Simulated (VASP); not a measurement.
Write the native input for VASP 6.6.1 that does the following.

* Task: single point
* Functional: PBE
* Potentials or basis: VASP PAW PBE potentials, release 64 (Sc_sv, B, N)
* Cutoff: 520 eV
* k mesh: 6 × 6 × 6
* Occupations: gaussian, width 0.1 eV
* Spin: no spin polarisation
* Dipole correction: no
* Further INCAR settings: ALGO = Normal; EDIFF = 1e-06; NBANDS = 25

The structure of ScB2N3 lies in POSCAR:

```
ScB2N3
1.0
    4.6314382500      0.0000000000      0.0000000000
   -2.3157191300      4.0109431800      0.0000000000
    0.0000000000      0.0000000000      3.6942599300
Sc B N
1 2 3
Direct
    0.0000000000      0.0000000000      0.5000000000
    0.3333333300      0.6666666700      0.0000000000
    0.6666666700      0.3333333300      0.0000000000
    0.4916178700      0.0000000000      0.0000000000
    0.0000000000      0.4916178700      0.0000000000
    0.5083821300      0.5083821300      0.0000000000
```

The input as run:

INCAR

```
ALGO = Normal
EDIFF = 1E-6
ENCUT = 520
GGA = PE
ISIF = 2
ISMEAR = 0
LASPH = True
LCHARG = True
LELF = True
LREAL = False
LVHAR = True
LWAVE = False
NBANDS = 25
NELM = 60
PREC = Accurate
SIGMA = 0.1
```

KPOINTS

```
k-points
0
Gamma
  6 6 6
```

Potentials or basis: VASP PAW PBE potentials, release 64 (Sc_sv, B, N).

The run is started by

```console
$ cat potpaw_PBE.64/Sc_sv/POTCAR potpaw_PBE.64/B/POTCAR potpaw_PBE.64/N/POTCAR > POTCAR
$ mpirun -np 1 vasp_std > vasp.out
```

It gave:

```
Pressure               : 19.8 GPa
Largest force          : 0.880 eV/Å
Band gap on the k mesh : zero (band 16 reaches 5.24 eV, above the bottom of band 17 at 4.42 eV)
```

Wall time 60 s on 1 thread of Intel(R) Xeon(R) Platinum 8259CL CPU @ 2.50GHz (Skylake/Cascade Lake), with other jobs on the host, peak memory 0.2 GiB.
